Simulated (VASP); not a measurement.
Wanted: the native input for a VASP 6.6.1 run.

| Property | Result |
| --- | --- |
| Task | single point |
| Functional | PBE |
| Potentials or basis | VASP PAW PBE potentials, release 64 (Si, O, Ge_d) |
| Cutoff | 520 eV |
| k mesh | 2 × 2 × 2 |
| Occupations | fermi-dirac, width 0.02 eV |
| Spin | no spin polarisation |
| Dipole correction | no |
| Further INCAR settings | LREAL = Auto; ALGO = Normal; EDIFF = 1e-07; NBANDS = 89 |

The structure of Si8GeO16 (a cell with a defect) lies in POSCAR:

```
Si8GeO16
1.0
   -4.9860000000     -4.9860000000      0.0000000000
    4.9860000000     -4.9860000000      0.0000000000
    0.0000000000      0.0000000000      6.9770000000
Si O Ge
8 16 1
Direct
    0.1819470798      0.4843693607     -0.0152035603
    0.0078126832      0.2030928427      0.2737261392
    0.7757992188      0.5296910422      0.4785511971
    0.0100385684      0.7738131599      0.7265786620
    0.7296563241      0.0102588143      0.0084173340
    0.4920448635      0.7076574040      0.2251192739
    0.3122855413     -0.0116354539      0.5265465543
    0.5213022094      0.2904679599      0.7507870262
    0.3100580499      0.6047331399      0.1314745255
    0.9417544348      0.3687306666      0.4296861335
    0.6574181583      0.4514973668      0.6614148937
    0.0122930395      0.6170867653      0.9089349997
    0.8576351983      0.7347264814      0.5418116182
    0.6542656148      0.5533230306      0.2819084976
    0.0909141848      0.2995626107      0.0818056642
    0.3205564756      0.4024478085      0.8101144751
    0.8334392750      0.0684966166      0.2109623162
    0.4176753225      0.8038825154      0.4275443468
    0.1890761191      0.9332892358      0.7133480891
    0.6144823642      0.2020060589      0.9412666008
    0.4818570338      0.1295484533      0.5903485245
    0.1755160467      0.0767134885      0.3639705657
    0.5663290868      0.8577627522      0.0698395744
    0.8631056061      0.9322675751      0.8417440427
    0.2301923514      0.5317909844      0.5336158860
```

These files were run (other wordings do the same):

INCAR

```
PREC = Accurate ; ENCUT = 520
EDIFF = 1E-7 ; ISMEAR = -1
SIGMA = 0.02 ; LREAL = Auto
LASPH = T ; NELM = 100
ALGO = Normal ; ISIF = 2
LWAVE = F ; LCHARG = F
GGA = PE ; NBANDS = 89
```

KPOINTS

```
regular mesh
0
Gamma
  2 2 2
```

Potentials or basis: VASP PAW PBE potentials, release 64 (Si, O, Ge_d).

Run with:

```console
$ cat potpaw_PBE.64/Si/POTCAR potpaw_PBE.64/O/POTCAR potpaw_PBE.64/Ge_d/POTCAR > POTCAR
$ mpirun -np 1 vasp_std > vasp.out
```

Results of the run:

```yaml
Pressure: 3.2 GPa
Largest_force: 0.051 eV/Å
Band_gap_on_the_k_mesh: 1.77 eV
```

Caveat: the k points lie up to 0.45 Å⁻¹ apart.

It took 4.7 min on 1 thread of Intel(R) Xeon(R) Platinum 8488C (Sapphire Rapids), with other jobs on the host, peak memory 0.47 GiB.
